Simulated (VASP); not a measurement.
## AgCl: relaxation of cell and atoms with PBEsol+D3(BJ)

The system is AgCl.

```
CELL_PARAMETERS angstrom
0.00000 2.73500 2.73500
2.73500 0.00000 2.73500
2.73500 2.73500 0.00000
ATOMIC_POSITIONS crystal
Ag 0.00000 0.00000 0.00000
Cl 0.50000 0.50000 0.50000
```

```
Program                : VASP 6.6.1
Task                   : relaxation of cell and atoms
Functional             : PBEsol
Dispersion             : D3(BJ)
Potentials or basis    : VASP PAW PBE potentials, release 64 (Ag, Cl)
Cutoff                 : 600 eV
k mesh                 : 8 × 8 × 8
Occupations            : fermi-dirac, width 0.05 eV
Spin                   : no spin polarisation
Dipole correction      : no
Further INCAR settings : ALGO = Normal; EDIFF = 1e-06; IBRION = 2; EDIFFG = -0.01; NSW = 60; ISIF = 3
```

```json
{"Relaxed volume": "19.38 Å³/atom", "Relaxed cell": "a = 3.799 Å, b = 3.799 Å, c = 3.799 Å, α = 60.00°, β = 60.00°, γ = 60.00°", "Space group after relaxing (to 0.1 Å)": "Fm-3m (No. 225)", "Energy gained by relaxing": "10.9 meV/atom", "Ionic steps": "3", "Pressure after relaxing": "0.0 GPa", "Band gap on the k mesh": "0.73 eV (least direct gap 3.39 eV)", "Dispersion energy per atom": "-0.307 eV"}
```

The path:
```
step  energy change (eV)  largest force (eV/Å)  pressure (GPa)  volume (Å³)
   1              0.0000                0.0000           -3.05        40.92
   2             -0.0217                0.0000            0.18        38.65
   3             -0.0218                0.0000            0.02        38.76
```

Final structure:
```cif
data_structure
_symmetry_space_group_name_H-M 'P 1'
_symmetry_Int_Tables_number 1
_cell_length_a 3.7986
_cell_length_b 3.7986
_cell_length_c 3.7986
_cell_angle_alpha 60.000
_cell_angle_beta 60.000
_cell_angle_gamma 60.000
_cell_volume 38.76
loop_
_atom_site_label
_atom_site_type_symbol
_atom_site_fract_x
_atom_site_fract_y
_atom_site_fract_z
_atom_site_occupancy
Ag1 Ag 0.00000 0.00000 0.00000 1
Cl1 Cl 0.50000 0.50000 0.50000 1
```

Levels at points of the mesh, in eV from the valence-band top:
| k point | band 5 | band 6 | band 7 | band 8 | band 9 | band 10 | band 11 | band 12 | band 13 |
| --- | --- | --- | --- | --- | --- | --- | --- | --- | --- |
| (0.00, 0.00, 0.00) | -2.86 | -2.86 | -2.74 | -2.74 | -2.74 | 0.73 | 10.71 | 10.71 | 10.71 |
| (0.50, 0.00, 0.00) | -2.43 | -2.43 | -2.06 | 0.00 | 0.00 | 3.75 | 6.99 | 7.33 | 7.33 |
| (0.50, 0.50, 0.00) | -3.35 | -2.62 | -2.28 | -2.28 | -2.12 | 2.06 | 7.72 | 8.78 | 11.85 |

Wall time 32 s on 1 thread of Intel(R) Xeon(R) Platinum 8488C (Sapphire Rapids), with other jobs on the host, peak memory 0.2 GiB.

Caveat: semilocal functionals underestimate gaps, and a narrow one can read as zero; the PAW data sets were made with another functional, which shifts forces and pressure a little. A k mesh can miss the band edges.
